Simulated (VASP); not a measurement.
# LaC2 (I4/mmm) in VASP: a series of runs

LaC2 is run at these levels: LDA; tasks: single point, relaxation of cell and atoms.

All numbers are computed with VASP 6.6.1; they aren't measurements. Logs are shortened: lines on timing, memory, paths and dates and some standing lists are left out, and cuts for length are marked.

### 1 The cell of the first run

It takes space group I4/mmm (No. 139, tetragonal). The conventional cell has a = 3.861 Å, b = 3.861 Å, c = 6.494 Å, α = 90.00°, β = 90.00°, γ = 90.00°. La (site symmetry 4/mmm) has 10 C at 2.60 to 2.80 Å within 3.4 Å. Within 1.7 Å of C (site symmetry 4mm) lie 1 C at 1.28 Å.

### 2 Single point, LDA

File INCAR:

```
  PREC = Accurate
  ENCUT = 520
  EDIFF = 1E-6
  ISMEAR = 0
  SIGMA = 0.1
  LREAL = False
  LASPH = True
  NELM = 100
  ALGO = Normal
  ISIF = 2
  LWAVE = False
  LCHARG = False
  GGA = CA
  NBANDS = 16
```

File KPOINTS:

```
regular mesh
0
Gamma
  8 8 8
```

File POSCAR:

```
LaC2
1.0
   -1.9303853935      1.9303853935      3.2467635238
    1.9303853935     -1.9303853935      3.2467635238
    1.9303853935      1.9303853935     -3.2467635238
La C
1 2
Direct
    0.0000000000      0.0000000000      0.0000000000
    0.4010777846      0.4010777846      0.0000000000
    0.5989222154      0.5989222154      0.0000000000
```

Potentials or basis: VASP PAW LDA potentials, release 64 (La, C).

Command:

```
cat potpaw_LDA.64/La/POTCAR potpaw_LDA.64/C/POTCAR > POTCAR
mpirun -np 1 vasp_std > vasp.out
```

OUTCAR:

```text
PREC = Accurate
   ENCUT = 520
   EDIFF = 1E-6
   ISMEAR = 0
   LREAL = False
   LASPH = True
   NELM = 100
   ISIF = 2
   GGA = CA

 ion  position               nearest neighbor table
   1  0.000  0.000  0.000-   2 2.60   3 2.60   3 2.80   2 2.80   3 2.80   3 2.80   3 2.80   2 2.80
                             2 2.80   2 2.80
   2  0.401  0.401  0.000-   3 1.28   1 2.60   1 2.80   1 2.80   1 2.80   1 2.80
   3  0.599  0.599  0.000-   2 1.28   1 2.60   1 2.80   1 2.80   1 2.80   1 2.80

  LATTYP: Found a body centered tetragonal cell.
 ALAT       =     3.8607707870
 C/A-ratio  =     1.6819250367

  Lattice vectors:

 A1 = (  -1.9303853935,   1.9303853935,   3.2467635238)
 A2 = (   1.9303853935,  -1.9303853935,   3.2467635238)
 A3 = (   1.9303853935,   1.9303853935,  -3.2467635238)

Analysis of symmetry for initial positions (statically):
=====================================================================
 Subroutine PRICEL returns:
 Original cell was already a primitive cell.

 Routine SETGRP: Setting up the symmetry group for a
 body centered tetragonal supercell.

 Subroutine GETGRP returns: Found 16 space group operations
 (whereof 16 operations were pure point group operations)
 out of a pool of 16 trial point group operations.

The static configuration has the point symmetry D_4h.

Analysis of symmetry for dynamics (positions and initial velocities):
=====================================================================
 Subroutine PRICEL returns:
 Original cell was already a primitive cell.

 Routine SETGRP: Setting up the symmetry group for a
 body centered tetragonal supercell.

 Subroutine GETGRP returns: Found 16 space group operations
 (whereof 16 operations were pure point group operations)
 out of a pool of 16 trial point group operations.

The dynamic configuration has the point symmetry D_4h.

 Subroutine INISYM returns: Found 16 space group operations
 (whereof 16 operations are pure point group operations),
 and found     1 'primitive' translations

----------------------------------------------------------------------------------------

                                     Primitive cell

  volume of cell :      48.3948

  direct lattice vectors                    reciprocal lattice vectors
    -1.930385393  1.930385393  3.246763524     0.000000000  0.259015636  0.153999513
     1.930385393 -1.930385393  3.246763524     0.259015636  0.000000000  0.153999513
     1.930385393  1.930385393 -3.246763524     0.259015636  0.259015636  0.000000000

  length of vectors
     4.241962861  4.241962861  4.241962861     0.301338596  0.301338596  0.366303425

  position of ions in fractional coordinates (direct lattice)
     0.000000000  0.000000000  0.000000000
     0.401077785  0.401077785  0.000000000
     0.598922215  0.598922215  0.000000000

  ion indices of the primitive-cell ions
   primitive index   ion index
                 1           1
                 2           2
                 3           3

----------------------------------------------------------------------------------------

 KPOINTS: regular mesh

Automatic generation of k-mesh.
 Grid dimensions read from file:
 generate k-points for:    8    8    8

 Generating k-lattice:

  Cartesian coordinates                     Fractional coordinates (reciprocal lattice)
     0.000000000  0.032376954  0.019249939     0.125000000  0.000000000 -0.000000000
     0.032376954  0.000000000  0.019249939     0.000000000  0.125000000 -0.000000000
     0.032376954  0.032376954  0.000000000     0.000000000  0.000000000  0.125000000

  Length of vectors
     0.037667325  0.037667325  0.045787928

  Shift w.r.t. Gamma in fractional coordinates (k-lattice)
     0.000000000  0.000000000  0.000000000

 Subroutine IBZKPT returns following result:
 ===========================================

 Found     59 irreducible k-points:

 Following reciprocal coordinates:
            Coordinates               Weight
  0.000000  0.000000  0.000000      1.000000
  0.125000  0.000000 -0.000000      8.000000
  0.250000  0.000000 -0.000000      8.000000
  0.375000  0.000000  0.000000      8.000000
  0.500000  0.000000 -0.000000      4.000000
  0.125000  0.125000 -0.000000      8.000000
[... 16 lines left out ...]
  0.250000  0.125000  0.125000     16.000000
  0.375000  0.125000  0.125000      8.000000
 [... further k-points ...]
   k-points           NKPTS =     59   k-points in BZ     NKDIM =     59   number of bands    NBANDS=     16
   number of dos      NEDOS =    301   number of ions     NIONS =      3
   total plane-waves  NPLWV =  32768
   dimension x,y,z NGX =    32 NGY =   32 NGZ =   32
   dimension x,y,z NGXF=    64 NGYF=   64 NGZF=   64
   ions per type =               1   2
   NGX,Y,Z   is equivalent  to a cutoff of  12.54, 12.54, 12.54 a.u.
   NGXF,Y,Z  is equivalent  to a cutoff of  25.08, 25.08, 25.08 a.u.
 SYSTEM =  unknown system
   PREC   = accura    normal or accurate (medium, high low for compatibility)
   ISTART =      0    job   : 0-new  1-cont  2-samecut
   ICHARG =      2    charge: 1-file 2-atom 10-const
   ISPIN  =      1    spin polarized calculation?
   LNONCOLLINEAR =      F non collinear calculations
   LSORBIT =      F    spin-orbit coupling
   LASPH  =      T    aspherical Exc in radial PAW
   ENCUT  =  520.0 eV  38.22 Ry    6.18 a.u.   7.89  7.89  7.89*2*pi/ulx,y,z
   NELM   =    100;   NELMIN=  2; NELMDL= -5     # of ELM steps
   EDIFF  = 0.1E-05   stopping-criterion for ELM
   LREAL  =      F    real-space projection
   EDIFFG = 0.1E-04   stopping-criterion for IOM
   NSW    =      0    number of steps for IOM
   IBRION =     -1    ionic relax: 0-MD 1-quasi-New 2-CG
   NFREE  =      0    steps in history (QN), initial steepest desc. (CG)
   ISIF   =      2    stress and relaxation
   ISYM   =      2    0-nonsym 1-usesym 2-fastsym
   POTIM  = 0.5000    time-step for ionic-motion
   TEBEG  =    0.0;   TEEND  =   0.0 temperature during run
   PSTRESS=    0.0 pullay stress
   NELECT =      19.0000    total number of electrons
   NUPDOWN=      -1.0000    fix difference up-down
   EMIN   =  10.00;   EMAX   =-10.00  energy-range for DOS
   EFERMI =   0.00;   METHOD = LEGACY
   ISMEAR =     0;   SIGMA  =   0.10  broadening in eV -4-tet -1-fermi 0-gaus
   EFERMI_NEDOS =   21; number of points for ismear=-14 and -15
   IALGO  =     38    algorithm
   IMIX   =      4    mixing-type and parameters
     AMIX     =   0.40;   BMIX     =  1.00
     AMIX_MAG =   1.60;   BMIX_MAG =  1.00
  volume/ion in A,a.u.               =      16.13       108.86
  Fermi-wavevector in a.u.,A,eV,Ry     =   1.198744  2.265298 19.551399  1.436987
  Thomas-Fermi vector in A             =   2.334625
   LORBIT       =      0    0 simple, 1 ext, 2 COOP (PROOUT), +10 PAW based schemes
   GGA     = CA    functional components
   LHFCALC =     F    Hartree Fock is set to
   AEXX    =    0.0000 exact exchange contribution
   IVDW    =     0    specifies the selected vdW correction
   LEPSILON=     F    determine dielectric tensor
   LRPA    =     F    only Hartree local field effects (RPA)
 non-spin polarized calculation
 Gauss-broadening in eV      SIGMA  =   0.10
  energy-cutoff  :      520.00
  volume of cell :       48.39
 maximum number of plane-waves:      1322
   NGX = 15   NGY = 15   NGZ = 15

 number of electron      19.0000000 magnetization

 Free energy of the ion-electron system (eV)
  ---------------------------------------------------
  ext. energy  EPLUGINS =         0.00000000
  ---------------------------------------------------
  free energy    TOTEN  =       -26.14064719 eV

  energy without entropy =      -26.13641566  energy(sigma->0) =      -26.13853142

 E-fermi :   7.5130     XC(G=0): -10.7340

 val. band max:        7.4844159000   @ k =   0.1250   0.0000  -0.0000
 cond. band min:       7.5227132277   @ k =   0.5000   0.5000   0.3750
 fundamental gap:      0.0382973277
 Fermi energy:         7.5130372799

 k-point     1 :       0.0000    0.0000    0.0000
  band No.  band energies     occupation
      1     -24.5652      2.00000
      2      -8.1167      2.00000
      3      -8.1167      2.00000
      4      -7.9905      2.00000
      5      -7.1167      2.00000
      6       2.6852      2.00000
[... 8 lines left out ...]
     15      10.2997      0.00000
     16      10.2997      0.00000

 k-point     2 :       0.1250    0.0000   -0.0000
  band No.  band energies     occupation
      1     -24.5505      2.00000
      2      -8.5677      2.00000
      3      -8.1084      2.00000
      4      -8.0316      2.00000
      5      -6.6661      2.00000
      6       2.1047      2.00000
[... 8 lines left out ...]
     15      10.2745      0.00000
     16      10.2763      0.00000

 k-point     3 :       0.2500    0.0000   -0.0000
  band No.  band energies     occupation
      1     -24.5148      2.00000
      2      -9.2093      2.00000
      3      -8.1048      2.00000
      4      -8.0881      2.00000
      5      -6.0478      2.00000
      6       1.5424      2.00000
[... 8 lines left out ...]
     15      10.2813      0.00000
     16      10.2823      0.00000

 k-point     4 :       0.3750    0.0000    0.0000
  band No.  band energies     occupation
      1     -24.4787      2.00000
      2      -9.6655      2.00000
      3      -8.1752      2.00000
      4      -8.0670      2.00000
      5      -5.6111      2.00000
      6       1.1338      2.00000
[... 8 lines left out ...]
     15      10.2876      0.00000
     16      10.3191      0.00000

 k-point     5 :       0.5000    0.0000   -0.0000
  band No.  band energies     occupation
      1     -24.4635      2.00000
      2      -9.8285      2.00000
      3      -8.2038      2.00000
      4      -8.0581      2.00000
      5      -5.4542      2.00000
      6       0.9809      2.00000
[... 8 lines left out ...]
     15      10.2880      0.00000
     16      10.3425      0.00000

 k-point     6 :       0.1250    0.1250   -0.0000
  band No.  band energies     occupation
      1     -24.5318      2.00000
      2      -8.7927      2.00000
      3      -8.2364      2.00000
      4      -8.0725      2.00000
      5      -6.3817      2.00000
      6       1.6234      2.00000
[... 8 lines left out ...]
     15      10.2364      0.00000
     16      10.3443      0.00000

 k-point     7 :       0.2500    0.1250   -0.0000
  band No.  band energies     occupation
      1     -24.4963      2.00000
      2      -9.2475      2.00000
      3      -8.2812      2.00000
      4      -8.1341      2.00000
      5      -5.9867      2.00000
      6       1.2869      2.00000
[... 8 lines left out ...]
     15      10.2423      0.00000
     16      10.3294      0.00000

 k-point     8 :       0.3750    0.1250    0.0000
  band No.  band energies     occupation
      1     -24.4645      2.00000
      2      -9.6113      2.00000
      3      -8.2573      2.00000
      4      -8.1783      2.00000
      5      -5.7334      2.00000
      6       1.1254      2.00000
[... 8 lines left out ...]
     15      10.2517      0.00000
     16      10.3154      0.00000

 k-point     9 :       0.5000    0.1250   -0.0000
  band No.  band energies     occupation
      1     -24.4555      2.00000
      2      -9.7244      2.00000
      3      -8.2225      2.00000
      4      -8.1827      2.00000
      5      -5.6637      2.00000
      6       1.1942      2.00000
[... 8 lines left out ...]
     15      10.2412      0.00000
     16      10.3190      0.00000
[... 172 lines left out ...]
 k-point    19 :       0.5000    0.3750   -0.0000
  band No.  band energies     occupation
      1     -24.4161      2.00000
      2      -9.0917      2.00000
      3      -8.6952      2.00000
      4      -8.2721      2.00000
      5      -6.7976      2.00000
      6       2.3730      2.00000
[... 8 lines left out ...]
     15      10.2175      0.00000
     16      10.4098      0.00000

 k-point    20 :      -0.3750    0.3750    0.0000
  band No.  band energies     occupation
      1     -24.4305      2.00000
      2      -9.1623      2.00000
      3      -8.6071      2.00000
      4      -8.2151      2.00000
      5      -6.6373      2.00000
      6       2.6477      2.00000
[... 8 lines left out ...]
     15      10.2054      0.00000
     16      10.4553      0.00000

 k-point    21 :       0.5000    0.5000   -0.0000
  band No.  band energies     occupation
      1     -24.4078      2.00000
      2      -8.9916      2.00000
      3      -8.6863      2.00000
      4      -8.2549      2.00000
      5      -7.1209      2.00000
      6       2.7291      2.00000
[... 8 lines left out ...]
     15      10.2323      0.00000
     16      10.3784      0.00000

 k-point    22 :       0.1250    0.1250    0.1250
  band No.  band energies     occupation
      1     -24.4798      2.00000
      2      -9.2186      2.00000
      3      -8.4487      2.00000
      4      -8.1206      2.00000
      5      -6.0359      2.00000
      6       1.6377      2.00000
[... 8 lines left out ...]
     15      10.1990      0.00000
     16      10.4134      0.00000

 k-point    23 :       0.2500    0.1250    0.1250
  band No.  band energies     occupation
      1     -24.4488      2.00000
      2      -9.3898      2.00000
      3      -8.4987      2.00000
      4      -8.1764      2.00000
      5      -6.0928      2.00000
      6       1.3911      2.00000
[... 8 lines left out ...]
     15      10.2151      0.00000
     16      10.3657      0.00000

 k-point    24 :       0.3750    0.1250    0.1250
  band No.  band energies     occupation
      1     -24.4358      2.00000
      2      -9.4792      2.00000
      3      -8.4722      2.00000
      4      -8.2139      2.00000
      5      -6.1333      2.00000
      6       1.3034      2.00000
[... 8 lines left out ...]
     15      10.2336      0.00000
     16      10.3291      0.00000

 [... further k-points ...]
[... 5 lines left out ...]
  --------------------------------------------------------------------------------------
  -------------------------------------------------------------------------------------
  Total       -0.0019573     -0.0019573      0.1083373      0.0000000      0.0000000      0.0000000
  in kB       -0.0647984     -0.0647984      3.5866586      0.0000000      0.0000000      0.0000000
  external PRESSURE =       1.1523539 kB  Pullay stress =       0.0000000 kB

 VOLUME and BASIS-vectors are now :
 -----------------------------------------------------------------------------
  energy-cutoff  :      520.00
  volume of cell :       48.39
      direct lattice vectors                 reciprocal lattice vectors
    -1.930385393  1.930385393  3.246763524     0.000000000  0.259015636  0.153999513
     1.930385393 -1.930385393  3.246763524     0.259015636  0.000000000  0.153999513
     1.930385393  1.930385393 -3.246763524     0.259015636  0.259015636  0.000000000

 POSITION                                       TOTAL-FORCE (eV/Angst)
 -----------------------------------------------------------------------------------
      0.00000      0.00000      0.00000        -0.000000     -0.000000     -0.000000
      0.00000      0.00000      2.60441         0.000000      0.000000     -0.101560
      0.00000      0.00000      3.88912        -0.000000     -0.000000      0.101560
 -----------------------------------------------------------------------------------
    total drift:                               -0.000000     -0.000000     -0.000000

  FREE ENERGIE OF THE ION-ELECTRON SYSTEM (eV)
  ---------------------------------------------------
  free  energy   TOTEN  =       -26.1406471915 eV

  energy  without entropy=      -26.1364156560  energy(sigma->0) =      -26.13853142
```

Run time: 30 s. Hardware: 1 thread of Intel Xeon Platinum 8488C (Sapphire Rapids), shared host; peak memory 0.19 GiB.

Results:

* Free energy: -26.1406 eV
* Pressure: 0.1 GPa
* Largest force: 0.102 eV/Å

Forces in eV/Å, atoms in the order of the input:
```
La   0.000  0.000  0.000
C    0.000  0.000 -0.102
C    0.000  0.000  0.102
```

Caveat: spin-orbit coupling is left out, which moves the levels of the heavy elements.

### 3 Relaxation of cell and atoms, LDA

This run uses another cell than the first one, of 16.95 Å³/atom, 1.051 times its volume.

File INCAR:

```
SYSTEM = LaC2
PREC = Accurate
ENCUT = 600
EDIFF = 1E-6
ISMEAR = 0
SIGMA = 0.1
LREAL = .FALSE.
LASPH = .TRUE.
NELM = 100
ALGO = Normal
ISIF = 3
LWAVE = .FALSE.
LCHARG = .FALSE.
GGA = CA
IBRION = 2
NSW = 100
EDIFFG = -0.05
```

File KPOINTS:

```
regular mesh
0
G
  8 8 8
  0 0 0
```

File POSCAR:

```
LaC2
1.0
   -1.9670000000      1.9670000000      3.2860000000
    1.9670000000     -1.9670000000      3.2860000000
    1.9670000000      1.9670000000     -3.2860000000
La C
1 2
Direct
    0.0000000000      0.0000000000      0.0000000000
    0.4030000000      0.4030000000      0.0000000000
    0.5970000000      0.5970000000      0.0000000000
```

Potentials or basis: VASP PAW LDA potentials, release 64 (La, C).

Command:

```
cat potpaw_LDA.64/La/POTCAR potpaw_LDA.64/C/POTCAR > POTCAR
mpirun -np 1 vasp_std > vasp.out
```

Run time: 3 min. Hardware: 1 thread of Intel Xeon Platinum 8488C (Sapphire Rapids), shared host; peak memory 0.22 GiB.

It converged, with:

```
Free energy                            : -26.1462 eV
Relaxed volume                         : 16.12 Å³/atom
Relaxed cell                           : a = 4.239 Å, b = 4.239 Å, c = 4.239 Å, α = 125.80°, β = 125.80°, γ = 80.21°
Space group after relaxing (to 0.05 Å) : I4/mmm (No. 139)
Energy gained by relaxing              : 14.9 meV/atom
Ionic steps                            : 7
Pressure after relaxing                : 0.0 GPa
Largest force after relaxing           : 0.027 eV/Å
```

Forces on the atoms (eV/Å):
```
La   0.000  0.000  0.000
C    0.000  0.000 -0.027
C    0.000  0.000  0.027
```

Stress tensor (GPa, compression positive):
```
-0.17  0.00  0.00
 0.00 -0.17  0.00
 0.00  0.00  0.45
```

Step by step:
| step | energy change (eV) | largest force (eV/Å) | pressure (GPa) | volume (Å³) |
| --- | --- | --- | --- | --- |
| 1 | 0.0000 | 0.8521 | -3.81 | 50.86 |
| 2 | 0.0412 | 2.8916 | -2.81 | 47.94 |
| 3 | -0.0276 | 0.7231 | -3.77 | 49.74 |
| 4 | -0.0233 | 0.6689 | 4.55 | 46.94 |
| 5 | -0.0443 | 0.0843 | -0.07 | 48.39 |
| 6 | -0.0443 | 0.0713 | 0.01 | 48.37 |
| 7 | -0.0447 | 0.0271 | 0.03 | 48.37 |

Final structure:
```
La C
1.0
    -1.93113    1.93113    3.24247
     1.93113   -1.93113    3.24247
     1.93113    1.93113   -3.24247
La C
1 2
Cartesian
  0.0000 0.0000 0.0000
  0.0000 0.0000 2.5997
  0.0000 0.0000 3.8852
```

Levels at points of the mesh, in eV from the Fermi level:
| k point | band 8 | band 9 | band 10 | band 11 | band 12 | band 13 |
| --- | --- | --- | --- | --- | --- | --- |
| (0.00, 0.00, 0.00) | -3.13 | -3.13 | -0.09 | -0.09 | 0.56 | 2.04 |
| (0.50, 0.00, 0.00) | -4.62 | -2.07 | 1.12 | 1.59 | 2.20 | 2.65 |
| (0.50, 0.50, 0.00) | -3.37 | -2.93 | -2.35 | 2.30 | 2.39 | 2.45 |
| (0.50, 0.50, 0.50) | -3.28 | -2.59 | -0.75 | 2.48 | 2.51 | 2.54 |

Caveat: spin-orbit coupling is left out, which moves the levels of the heavy elements; the relaxation stopped at a loose force limit of 0.05 eV/Å, so its end isn't a converged minimum. LDA usually gives volumes a few per cent too small.
